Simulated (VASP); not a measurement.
# Cs2Au (P-3m1) in VASP: single point with PBE

Aim: the single point of Cs2Au with PBE.

Program: VASP 6.6.1. These are calculated values, not measurements. Logs are shortened: lines on timing, memory, paths and dates and some standing lists are left out, and cuts for length are marked.

**1. The cell of the first run**

The structure is trigonal, space group P-3m1 (No. 164). The conventional cell has a = 5.262 Å, b = 5.262 Å, c = 8.811 Å, α = 90.00°, β = 90.00°, γ = 120.00°. Cs (site symmetry 3m) has 3 Au at 3.63 Å within 4.8 Å. Within 4.8 Å of Au (site symmetry -3m) lie 6 Cs at 3.63 Å.

**2. Single point, PBE**

POSCAR reads:

```
Cs2Au
1.0
    5.2622020403      0.0000000000      0.0000000000
   -2.6311010201      4.5572006467      0.0000000000
    0.0000000000      0.0000000000      8.8109846352
Cs Au
2 1
Direct
    0.3333333333      0.6666666667      0.2260647949
    0.6666666667      0.3333333333      0.7739352051
    0.0000000000      0.0000000000      0.0000000000
```

INCAR.step1 reads:

```
SYSTEM = Cs2Au
PREC = Accurate
ENCUT = 520
EDIFF = 1E-6
ISMEAR = 0
SIGMA = 0.1
LREAL = .False.
LASPH = .True.
NELM = 80
ALGO = Fast
ISIF = 2
LWAVE = .False.
LCHARG = .True.
LMAXMIX = 4
GGA = PE
NBANDS = 22
```

KPOINTS.step1 reads:

```
Automatic mesh
0
Gamma
  12 12 6
  0 0 0
```

INCAR.step2 reads:

```
SYSTEM = Cs2Au
PREC = Accurate
ENCUT = 520
EDIFF = 1E-6
ISMEAR = -5
SIGMA = 0.1
LREAL = .False.
LASPH = .True.
NELM = 80
ALGO = Fast
ISIF = 2
LWAVE = .False.
LCHARG = .False.
LMAXMIX = 4
GGA = PE
LORBIT = 10
NBANDS = 22
NEDOS = 1001
ICHARG = 11
```

KPOINTS.step2 reads:

```
Automatic mesh
0
Gamma
  18 18 9
  0 0 0
```

Potentials or basis: VASP PAW PBE potentials, release 64 (Cs_sv, Au).

Started as:

```sh
cat potpaw_PBE.64/Cs_sv/POTCAR potpaw_PBE.64/Au/POTCAR > POTCAR
cp INCAR.step1 INCAR
cp KPOINTS.step1 KPOINTS
mpirun -np 1 vasp_std > vasp.out
cp INCAR.step2 INCAR
cp KPOINTS.step2 KPOINTS
mpirun -np 1 vasp_std > vasp.out
```

OUTCAR:

```text
SYSTEM = Cs2Au
   PREC = Accurate
   ENCUT = 520
   EDIFF = 1E-6
   ISMEAR = -5
   LREAL = .False.
   LASPH = .True.
   NELM = 80
   ISIF = 2
   GGA = PE
   LORBIT = 10
   ICHARG = 11

 ion  position               nearest neighbor table
   1  0.333  0.667  0.226-
   2  0.667  0.333  0.774-
   3  0.000  0.000  0.000-

  LATTYP: Found a hexagonal cell.
 ALAT       =     5.2622020403
 C/A-ratio  =     1.6743911708

  Lattice vectors:

 A1 = (   5.2622020403,   0.0000000000,   0.0000000000)
 A2 = (  -2.6311010201,   4.5572006467,   0.0000000000)
 A3 = (   0.0000000000,   0.0000000000,   8.8109846352)

Analysis of symmetry for initial positions (statically):
=====================================================================
 Subroutine PRICEL returns:
 Original cell was already a primitive cell.

 Routine SETGRP: Setting up the symmetry group for a
 hexagonal supercell.

 Subroutine GETGRP returns: Found 12 space group operations
 (whereof 12 operations were pure point group operations)
 out of a pool of 24 trial point group operations.

The static configuration has the point symmetry D_3d.

Analysis of symmetry for dynamics (positions and initial velocities):
=====================================================================
 Subroutine PRICEL returns:
 Original cell was already a primitive cell.

 Routine SETGRP: Setting up the symmetry group for a
 hexagonal supercell.

 Subroutine GETGRP returns: Found 12 space group operations
 (whereof 12 operations were pure point group operations)
 out of a pool of 24 trial point group operations.

The dynamic configuration has the point symmetry D_3d.

 Subroutine INISYM returns: Found 12 space group operations
 (whereof 12 operations are pure point group operations),
 and found     1 'primitive' translations

----------------------------------------------------------------------------------------

                                     Primitive cell

  volume of cell :     211.2954

  direct lattice vectors                    reciprocal lattice vectors
     5.262202040  0.000000000  0.000000000     0.190034513  0.109716477  0.000000000
    -2.631101020  4.557200647  0.000000000     0.000000000  0.219432954  0.000000000
     0.000000000  0.000000000  8.810984635     0.000000000  0.000000000  0.113494693

  length of vectors
     5.262202040  5.262202040  8.810984635     0.219432954  0.219432954  0.113494693

  position of ions in fractional coordinates (direct lattice)
     0.333333333  0.666666667  0.226064795
     0.666666667  0.333333333  0.773935205
     0.000000000  0.000000000  0.000000000

  ion indices of the primitive-cell ions
   primitive index   ion index
                 1           1
                 2           2
                 3           3

----------------------------------------------------------------------------------------

 KPOINTS: Automatic mesh

Automatic generation of k-mesh.
 Grid dimensions read from file:
 generate k-points for:   18   18    9

 Generating k-lattice:

  Cartesian coordinates                     Fractional coordinates (reciprocal lattice)
     0.010557473  0.006095360  0.000000000     0.055555556  0.000000000  0.000000000
     0.000000000  0.012190720  0.000000000     0.000000000  0.055555556  0.000000000
     0.000000000  0.000000000  0.012610521     0.000000000  0.000000000  0.111111111

  Length of vectors
     0.012190720  0.012190720  0.012610521

  Shift w.r.t. Gamma in fractional coordinates (k-lattice)
     0.000000000  0.000000000  0.000000000

 TETIRR: Found   4263 inequivalent tetrahedra from    17496

 Subroutine IBZKPT returns following result:
 ===========================================

 Found    293 irreducible k-points:

 Following reciprocal coordinates:
            Coordinates               Weight
  0.000000  0.000000  0.000000      1.000000
  0.055556  0.000000  0.000000      6.000000
  0.111111  0.000000  0.000000      6.000000
  0.166667  0.000000  0.000000      6.000000
  0.222222 -0.000000  0.000000      6.000000
  0.277778  0.000000  0.000000      6.000000
[... 16 lines left out ...]
  0.333333  0.111111  0.000000     12.000000
  0.388889  0.111111  0.000000     12.000000
 [... further k-points ...]
   k-points           NKPTS =    293   k-points in BZ     NKDIM =    293   number of bands    NBANDS=     22
   number of dos      NEDOS =   1001   number of ions     NIONS =      3
   total plane-waves  NPLWV = 112000
   dimension x,y,z NGX =    40 NGY =   40 NGZ =   70
   dimension x,y,z NGXF=    80 NGYF=   80 NGZF=  140
   ions per type =               2   1
   NGX,Y,Z   is equivalent  to a cutoff of  12.64, 12.64, 13.21 a.u.
   NGXF,Y,Z  is equivalent  to a cutoff of  25.27, 25.27, 26.42 a.u.
 SYSTEM =  Cs2Au
   PREC   = accura    normal or accurate (medium, high low for compatibility)
   ISTART =      0    job   : 0-new  1-cont  2-samecut
   ICHARG =     11    charge: 1-file 2-atom 10-const
   ISPIN  =      1    spin polarized calculation?
   LNONCOLLINEAR =      F non collinear calculations
   LSORBIT =      F    spin-orbit coupling
   LASPH  =      T    aspherical Exc in radial PAW
   ENCUT  =  520.0 eV  38.22 Ry    6.18 a.u.   9.78  9.78 16.38*2*pi/ulx,y,z
   NELM   =     80;   NELMIN=  2; NELMDL=  0     # of ELM steps
   EDIFF  = 0.1E-05   stopping-criterion for ELM
   LREAL  =      F    real-space projection
   EDIFFG = 0.1E-04   stopping-criterion for IOM
   NSW    =      0    number of steps for IOM
   IBRION =     -1    ionic relax: 0-MD 1-quasi-New 2-CG
   NFREE  =      0    steps in history (QN), initial steepest desc. (CG)
   ISIF   =      2    stress and relaxation
   ISYM   =      2    0-nonsym 1-usesym 2-fastsym
   POTIM  = 0.5000    time-step for ionic-motion
   TEBEG  =    0.0;   TEEND  =   0.0 temperature during run
   PSTRESS=    0.0 pullay stress
   NELECT =      29.0000    total number of electrons
   NUPDOWN=      -1.0000    fix difference up-down
   EMIN   =  10.00;   EMAX   =-10.00  energy-range for DOS
   EFERMI =   0.00;   METHOD = LEGACY
   ISMEAR =    -5;   SIGMA  =   0.10  broadening in eV -4-tet -1-fermi 0-gaus
   EFERMI_NEDOS =   21; number of points for ismear=-14 and -15
   IALGO  =     68    algorithm
   IMIX   =      4    mixing-type and parameters
     AMIX     =   0.40;   BMIX     =  1.00
     AMIX_MAG =   1.60;   BMIX_MAG =  1.00
  volume/ion in A,a.u.               =      70.43       475.30
  Fermi-wavevector in a.u.,A,eV,Ry     =   0.844457  1.595792  9.702415  0.713107
  Thomas-Fermi vector in A             =   1.959488
   LORBIT       =     10    0 simple, 1 ext, 2 COOP (PROOUT), +10 PAW based schemes
   GGA     = PE    functional components
   LHFCALC =     F    Hartree Fock is set to
   AEXX    =    0.0000 exact exchange contribution
   IVDW    =     0    specifies the selected vdW correction
   LEPSILON=     F    determine dielectric tensor
   LRPA    =     F    only Hartree local field effects (RPA)
 non-spin polarized calculation
 RMM-DIIS sequential band-by-band and
 Fermi weights with tetrahedron method with Bloechl corrections
  energy-cutoff  :      520.00
  volume of cell :      211.30
 maximum number of plane-waves:      5721

 number of electron      29.0000001 magnetization

 Free energy of the ion-electron system (eV)
  ---------------------------------------------------
  ext. energy  EPLUGINS =         0.00000000
  ---------------------------------------------------
  free energy    TOTEN  =        -5.61245390 eV

  energy without entropy =       -5.61245390  energy(sigma->0) =       -5.61245390

 E-fermi :   1.3249     XC(G=0):  -6.2954

 val. band max:        1.3309978675   @ k =   0.0000   0.2778   0.2222
 cond. band min:       1.3013620158   @ k =   0.0556   0.0556   0.0000
 fundamental gap:     -0.0296358517
 Fermi energy:         1.3249266369

 k-point     1 :       0.0000    0.0000    0.0000
  band No.  band energies     occupation
      1     -22.0253      2.00000
      2     -22.0122      2.00000
      3      -9.0209      2.00000
      4      -8.8153      2.00000
      5      -8.8153      2.00000
      6      -8.7760      2.00000
[... 14 lines left out ...]
     21       4.7343      0.00000
     22       5.2082      0.00000

 k-point     2 :       0.0556    0.0000    0.0000
  band No.  band energies     occupation
      1     -22.0249      2.00000
      2     -22.0121      2.00000
      3      -9.0185      2.00000
      4      -8.8207      2.00000
      5      -8.8163      2.00000
      6      -8.7757      2.00000
[... 14 lines left out ...]
     21       4.7568      0.00000
     22       4.9904      0.00000

 k-point     3 :       0.1111    0.0000    0.0000
  band No.  band energies     occupation
      1     -22.0240      2.00000
      2     -22.0118      2.00000
      3      -9.0118      2.00000
      4      -8.8350      2.00000
      5      -8.8192      2.00000
      6      -8.7912      2.00000
[... 14 lines left out ...]
     21       4.6820      0.00000
     22       4.8002      0.00000
[... 476 lines left out ...]
 k-point    23 :       0.3333    0.1111    0.0000
  band No.  band energies     occupation
      1     -22.0145      2.00000
      2     -22.0095      2.00000
      3      -8.9874      2.00000
      4      -8.9352      2.00000
      5      -8.8819      2.00000
      6      -8.8539      2.00000
[... 14 lines left out ...]
     21       4.8133      0.00000
     22       5.1916      0.00000

 k-point    24 :       0.3889    0.1111    0.0000
  band No.  band energies     occupation
      1     -22.0132      2.00000
      2     -22.0096      2.00000
      3      -8.9974      2.00000
      4      -8.9409      2.00000
      5      -8.8742      2.00000
      6      -8.8596      2.00000
[... 14 lines left out ...]
     21       4.9018      0.00000
     22       5.2808      0.00000

 [... further k-points ...]

------------------------ aborting loop because EDIFF is reached ----------------------------------------

  FORCE on cell =-STRESS in cart. coord.  units (eV):
  Direction    XX          YY          ZZ          XY          YZ          ZX
  --------------------------------------------------------------------------------------
  -------------------------------------------------------------------------------------
  Total        0.0118380      0.0118380     -0.0443426      0.0000000     -0.0000000      0.0000000
  in kB        0.0897635      0.0897635     -0.3362343      0.0000000     -0.0000000      0.0000000
  external PRESSURE =      -0.0522358 kB  Pullay stress =       0.0000000 kB

 VOLUME and BASIS-vectors are now :
 -----------------------------------------------------------------------------
  energy-cutoff  :      520.00
  volume of cell :      211.30
      direct lattice vectors                 reciprocal lattice vectors
     5.262202040  0.000000000  0.000000000     0.190034513  0.109716477  0.000000000
    -2.631101020  4.557200647  0.000000000     0.000000000  0.219432954  0.000000000
     0.000000000  0.000000000  8.810984635     0.000000000  0.000000000  0.113494693

 POSITION                                       TOTAL-FORCE (eV/Angst)
 -----------------------------------------------------------------------------------
     -0.00000      3.03813      1.99185         0.000000     -0.000000      0.013310
      2.63110      1.51907      6.81913        -0.000000      0.000000     -0.013310
      0.00000      0.00000      0.00000         0.000000      0.000000     -0.000000
 -----------------------------------------------------------------------------------
    total drift:                                0.000000      0.000000     -0.000000

  FREE ENERGIE OF THE ION-ELECTRON SYSTEM (eV)
  ---------------------------------------------------
  free  energy   TOTEN  =        -5.6124539017 eV

  energy  without entropy=       -5.6124539017  energy(sigma->0) =       -5.61245390

 total charge

# of ion       s       p       d       tot
------------------------------------------
    1        1.845   4.678   0.030   6.553
    2        1.845   4.678   0.030   6.553
    3        0.822   0.034   8.809   9.666
--------------------------------------------------
tot          4.512   9.390   8.870  22.772
```

Wall time 19 min (1 thread of Intel Xeon Platinum 8488C (Sapphire Rapids), shared host); peak memory 1.3 GiB.

Results:

* Valence electrons inside the program's atomic spheres: Cs 6.55; Au 9.67

Caveat: spin-orbit coupling is left out, which moves the levels of the heavy elements.
